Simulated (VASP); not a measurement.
# Pt (P6_3/mmc) in VASP: notebook, part 2 of 2

VASP 6.6.1. The steps go on from the part before.

**5. Single point, PBE**

INCAR

```
SYSTEM = Pt
PREC = Accurate
ENCUT = 520
EDIFF = 1E-6
ISMEAR = 1
SIGMA = 0.05
LREAL = .FALSE.
LASPH = .TRUE.
NELM = 100
ALGO = Normal
ISIF = 2
LWAVE = .FALSE.
LCHARG = .FALSE.
GGA = PE
NBANDS = 17
```

KPOINTS

```
regular mesh
0
G
  17 17 9
  0 0 0
```

POSCAR

```
Pt
1.0
    2.7582215051      0.0000000000      0.0000000000
   -1.3791107525      2.3886898927      0.0000000000
    0.0000000000      0.0000000000      4.7795878017
Pt
2
Direct
    0.3333333333      0.6666666667      0.2500000000
    0.6666666667      0.3333333333      0.7500000000
```

Potentials or basis: VASP PAW PBE potentials, release 64 (Pt).

The run is started by

```
$ cat potpaw_PBE.64/Pt/POTCAR > POTCAR
$ mpirun -np 1 vasp_std > vasp.out
```

OUTCAR:

```text
SYSTEM = Pt
   PREC = Accurate
   ENCUT = 520
   EDIFF = 1E-6
   ISMEAR = 1
   LREAL = .FALSE.
   LASPH = .TRUE.
   NELM = 100
   ISIF = 2
   GGA = PE

 ion  position               nearest neighbor table
   1  0.333  0.667  0.250-   2 2.87   2 2.87   2 2.87   2 2.87   2 2.87   2 2.87
   2  0.667  0.333  0.750-   1 2.87   1 2.87   1 2.87   1 2.87   1 2.87   1 2.87

  LATTYP: Found a hexagonal cell.
 ALAT       =     2.7582215051
 C/A-ratio  =     1.7328513293

  Lattice vectors:

 A1 = (   2.7582215051,   0.0000000000,   0.0000000000)
 A2 = (  -1.3791107525,   2.3886898927,   0.0000000000)
 A3 = (   0.0000000000,   0.0000000000,   4.7795878017)

Analysis of symmetry for initial positions (statically):
=====================================================================
 Subroutine PRICEL returns:
 Original cell was already a primitive cell.

 Routine SETGRP: Setting up the symmetry group for a
 hexagonal supercell.

 Subroutine GETGRP returns: Found 24 space group operations
 (whereof 12 operations were pure point group operations)
 out of a pool of 24 trial point group operations.

[... 159 lines left out ...]
  ext. energy  EPLUGINS =         0.00000000
  ---------------------------------------------------
  free energy    TOTEN  =       -12.08336985 eV

  energy without entropy =      -12.08353411  energy(sigma->0) =      -12.08342460

 E-fermi :  10.4018     XC(G=0): -13.2281

 val. band max:       10.3998453831   @ k =   0.4706   0.0000   0.3333
 cond. band min:      10.4097100182   @ k =   0.4118   0.0588   0.0000
 fundamental gap:      0.0098646351
 Fermi energy:        10.4018409126

 k-point     1 :       0.0000    0.0000    0.0000
  band No.  band energies     occupation
      1       0.7109      2.00000
      2       3.3584      2.00000
      3       6.4888      2.00000
      4       7.0002      2.00000
      5       7.0002      2.00000
      6       7.3683      2.00000
[... 457 lines left out ...]
      4       5.7250      2.00000
      5       6.7200      2.00000
      6       7.0589      2.00000
[... 9 lines left out ...]
     16      26.4170      0.00000
     17      28.3461      0.00000

 [... further k-points ...]
[... 5 lines left out ...]
  --------------------------------------------------------------------------------------
  -------------------------------------------------------------------------------------
  Total       -0.0906555     -0.0906555     -0.1028691     -0.0000000      0.0000000     -0.0000000
  in kB       -4.6123831     -4.6123831     -5.2337882     -0.0000000      0.0000000     -0.0000000
  external PRESSURE =      -4.8195181 kB  Pullay stress =       0.0000000 kB

 VOLUME and BASIS-vectors are now :
 -----------------------------------------------------------------------------
  energy-cutoff  :      520.00
  volume of cell :       31.49
      direct lattice vectors                 reciprocal lattice vectors
     2.758221505  0.000000000  0.000000000     0.362552463  0.209319762  0.000000000
    -1.379110752  2.388689893  0.000000000     0.000000000  0.418639524  0.000000000
     0.000000000  0.000000000  4.779587802     0.000000000  0.000000000  0.209223063

 POSITION                                       TOTAL-FORCE (eV/Angst)
 -----------------------------------------------------------------------------------
     -0.00000      1.59246      1.19490        -0.000000     -0.000000      0.000000
      1.37911      0.79623      3.58469         0.000000      0.000000      0.000000
 -----------------------------------------------------------------------------------
    total drift:                               -0.000000      0.000000     -0.000000

  FREE ENERGIE OF THE ION-ELECTRON SYSTEM (eV)
  ---------------------------------------------------
  free  energy   TOTEN  =       -12.0833698454 eV

  energy  without entropy=      -12.0835341051  energy(sigma->0) =      -12.08342460
```

OSZICAR:

```text
N       E                     dE             d eps       ncg     rms          rms(c)
DAV:   1     0.100714989857E+03    0.10071E+03   -0.10443E+04  5610   0.113E+03
DAV:   2    -0.110294577386E+02   -0.11174E+03   -0.10607E+03  6051   0.243E+02
DAV:   3    -0.128356520983E+02   -0.18062E+01   -0.17855E+01  6930   0.308E+01
DAV:   4    -0.128447575378E+02   -0.91054E-02   -0.91039E-02  6676   0.228E+00
DAV:   5    -0.128448504838E+02   -0.92946E-04   -0.92945E-04  6900   0.241E-01    0.162E+01
DAV:   6    -0.121579182323E+02    0.68693E+00   -0.10717E+00  5880   0.925E+00    0.860E+00
DAV:   7    -0.120904858566E+02    0.67432E-01   -0.19725E-01  6661   0.394E+00    0.295E+00
DAV:   8    -0.120837624256E+02    0.67234E-02   -0.21710E-02  6068   0.119E+00    0.775E-01
DAV:   9    -0.120833544320E+02    0.40799E-03   -0.43569E-04  6487   0.175E-01    0.517E-02
DAV:  10    -0.120833695751E+02   -0.15143E-04   -0.10354E-05  6863   0.216E-02    0.206E-02
DAV:  11    -0.120833698454E+02   -0.27024E-06   -0.27624E-07  3824   0.437E-03
   1 F= -.12083370E+02 E0= -.12083425E+02  d E =0.164260E-03
```

Run time: 27 s. Hardware: 1 thread of Intel Xeon 6975P-C (Granite Rapids), shared host; peak memory 0.2 GiB.

Results:

| Quantity | Value |
| --- | --- |
| Free energy | -12.0834 eV |
| Pressure | -0.5 GPa |
| Band gap on the k mesh | zero (band 10 reaches 10.87 eV, above the bottom of band 11 at 9.67 eV) |

Levels at points of the mesh, in eV from the Fermi level:
```
           k point  band 7  band 8  band 9  band 10  band 11  band 12  band 13  band 14
(0.00, 0.00, 0.00)   -3.03   -1.79   -1.79    -0.68    -0.20    -0.20     4.74    15.14
```

Caveat: spin-orbit coupling is left out, which moves the levels of the heavy elements.

**6. The runs side by side**

```tsv
task	cell	cutoff (eV)	gap on the mesh (eV)	pressure (GPa)
relaxation of cell and atoms	relaxed from a = 2.758, b = 2.758, c = 4.780 Å, angles 90.0, 90.0, 120.0°, 2 atoms	600	none	0.0
single point	a = 2.744, b = 2.744, c = 4.756 Å, angles 90.0, 90.0, 120.0°, 2 atoms	520	none	3.3
single point	a = 2.758, b = 2.758, c = 4.780 Å, angles 90.0, 90.0, 120.0°, 2 atoms	520	none	-0.5
```

Alike in all rows: level PBE; potentials or basis VASP PAW PBE potentials, release 64 (Pt); no spin polarisation; k mesh 17 × 17 × 9; smearing methfessel-paxton 0.05 eV.

Caveats: spin-orbit coupling is left out, which moves the levels of the heavy elements.

Total energies depend on the potentials used, so only differences within one code and one set of settings carry meaning.
